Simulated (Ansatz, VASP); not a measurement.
# Two plane-wave programs on Si

File INCAR:

```
PREC = Accurate
ENCUT = 520
EDIFF = 1E-6
ISMEAR = 0
SIGMA = 0.05
LREAL = F
LASPH = T
NELM = 80
ALGO = Normal
ISIF = 2
LWAVE = F
LCHARG = F
GGA = PE
NBANDS = 11
```

The input KPOINTS:

```
regular mesh
0
Gamma
  8 8 8
```

The input POSCAR:

```
Si
1.0
    0.0000000000      2.9364492485      2.7826189619
    2.4852137411      0.0000000000      2.7826189619
    2.4852137411      2.9364492485      0.0000000000
Si
2
Direct
    0.5000000000      0.5000000000      0.5000000000
    0.7500000000      0.7500000000      0.7500000000
```

Input for Ansatz:

```yaml
crystal:
  lattice:
    - [0.0, 2.9364492485, 2.7826189619]
    - [2.4852137411, 0.0, 2.7826189619]
    - [2.4852137411, 2.9364492485, 0.0]
  atoms:
    - { symbol: Si, position: [0.5, 0.5, 0.5] }
    - { symbol: Si, position: [0.75, 0.75, 0.75] }
basis:
  ecutwfc: 420
kpoints:
  mp_grid: { grid: [8, 8, 8] }
hamiltonian:
  xc: pbe
  pseudopotentials: { kind: paw, azcp: { folder: soft_1 } }
scf:
  occupations: { method: gaussian, width: 0.05 }
output:
  forces: true
  stress: true
  eigenvalues: true
```

Change from the starting cell: strain +e along x and -e along y -0.0825, strain +e along z and -e/2 along x and y +0.0175.

Alike in both runs: task single point; functional PBE; k mesh 8 × 8 × 8; occupations gaussian, width 0.05 eV; no spin polarisation.

```csv
,VASP,Ansatz
version,VASP 6.6.1,Ansatz 0.2.0
potentials or method,"VASP PAW PBE potentials, release 64 (Si), cutoff 520 eV","scalar-relativistic, plane waves, PAW"
valence electrons in the cell,8,8
```

|  | VASP | Ansatz | Ansatz less VASP |
| --- | --- | --- | --- |
| gap on the k mesh at the Fermi level (eV) | none | none | - |
| pressure (GPa) | -0.2 | -0.1 | +0.06 |
| traceless stress, the component that is largest in VASP (GPa) | -7.04 | -7.02 | +0.018 |

A gap of «none» marks a metal or a gap that the smearing closes. With one functional, cell and mesh, what is left measures potentials, basis and numerics.
